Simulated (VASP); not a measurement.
Here is a VASP 6.6.1 calculation.

INCAR

```
ALGO = Normal
EDIFF = 1E-8
ENCUT = 520
ISIF = 2
ISMEAR = -1
LASPH = True
LCHARG = False
LEFG = True
LREAL = False
LWAVE = False
NBANDS = 28
NELM = 80
PREC = Accurate
SIGMA = 0.02
```

Contents of KPOINTS:

```
k-points
0
Gamma
  6 6 5
```

POSCAR

```
SnO
1.0
    3.8020000000     -0.0190100000     -0.0190100000
   -0.0190100000      3.8020000000     -0.0190100000
   -0.0241800000     -0.0241800000      4.8360000000
Sn O
2 2
Direct
    0.0000000000      0.5000000000      0.2385000000
    0.5000000000      0.0000000000      0.7615000000
    0.0000000000      0.0000000000      0.0000000000
    0.5000000000      0.5000000000      0.0000000000
```

Potentials or basis: VASP PAW LDA potentials, release 64 (Sn_d, O).

Launch:

```console
$ cat potpaw_LDA.64/Sn_d/POTCAR potpaw_LDA.64/O/POTCAR > POTCAR
$ mpirun -np 1 vasp_std > vasp.out
```

(1) Estimate the largest force.

(2) What does it give for the band gap on the k mesh?

(3) What does it give for the pressure?

Answers

(1) 0.167 eV/Å.

(2) 0.08 eV (least direct gap 1.92 eV).

(3) -2.5 GPa.

Caveat: the cell differs from its parent crystal (equal xy, yz and zx shear strains of -1 %); without QUAD_EFG the Cq values of the log hold for a quadrupole moment of 1 mb, not for the nuclei; spin-orbit coupling is left out, which moves the levels of the heavy elements; an odd mesh through Γ misses points on the zone boundary, where band edges can lie.
